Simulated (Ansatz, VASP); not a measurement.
# Zr: VASP beside Ansatz

Contents of INCAR:

```
SYSTEM = Zr
ALGO     = Normal         ! electronic algorithm
EDIFF    = 1E-8           ! SCF threshold, eV
ENCUT    = 520            ! plane-wave cutoff, eV
ISIF     = 2              ! what is computed and relaxed
ISMEAR   = -1             ! smearing method
LASPH    = .True.         ! aspherical terms in the spheres
LCHARG   = .False.        ! write CHGCAR
LEFG     = .True.       
LREAL    = .False.        ! projectors in reciprocal space
LWAVE    = .False.        ! write WAVECAR
NBANDS   = 12             ! bands
NELM     = 60             ! most SCF steps
PREC     = Accurate       ! precision mode
SIGMA    = 0.03           ! smearing width, eV
```

Contents of KPOINTS:

```
k-points
0
Gamma
  16 16 16
  0 0 0
```

File POSCAR:

```
Zr
1.0
   -1.8219871043      1.8219871043      1.8219871043
    1.8219871043     -1.8219871043      1.8219871043
    1.8219871043      1.8219871043     -1.8219871043
Zr
1
Direct
    0.0000000000      0.0000000000      0.0000000000
```

Input for Ansatz:

```yaml
crystal:
  lattice:
    - [-1.8219871043, 1.8219871043, 1.8219871043]
    - [1.8219871043, -1.8219871043, 1.8219871043]
    - [1.8219871043, 1.8219871043, -1.8219871043]
  atoms:
    - { symbol: Zr, position: [0.0, 0.0, 0.0] }
kpoints:
  mp_grid: { grid: [16, 16, 16] }
scf:
  occupations: { method: fermi_dirac, width: 0.03 }
hamiltonian:
  xc: lda
  pseudopotentials: { kind: paw }
output:
  forces: true
  stress: true
  eigenvalues: true
  efg: { contact_densities: true }
```

Change from the starting cell: volume scaled by 1.02, PAW files.

Alike in both runs: task electric field gradients; functional LDA; k mesh 16 × 16 × 16; occupations fermi-dirac, width 0.03 eV; no spin polarisation.

|  | VASP | Ansatz |
| --- | --- | --- |
| version | VASP 6.6.1 | Ansatz 0.2.0 |
| potentials or method | VASP PAW LDA potentials, release 64 (Zr_sv) | PAW with Ansatz's default frozen-core files, scalar-relativistic |
| plane-wave cutoff (eV) | 520 | 420 |
| valence electrons in the cell | 12 | 12 |

```csv
,VASP,Ansatz,Ansatz less VASP
pressure (GPa),-10.8,-10.8,-0.06
```

LDA's correlation is that of Perdew and Zunger in VASP and of Perdew and Wang (1992) in Ansatz.
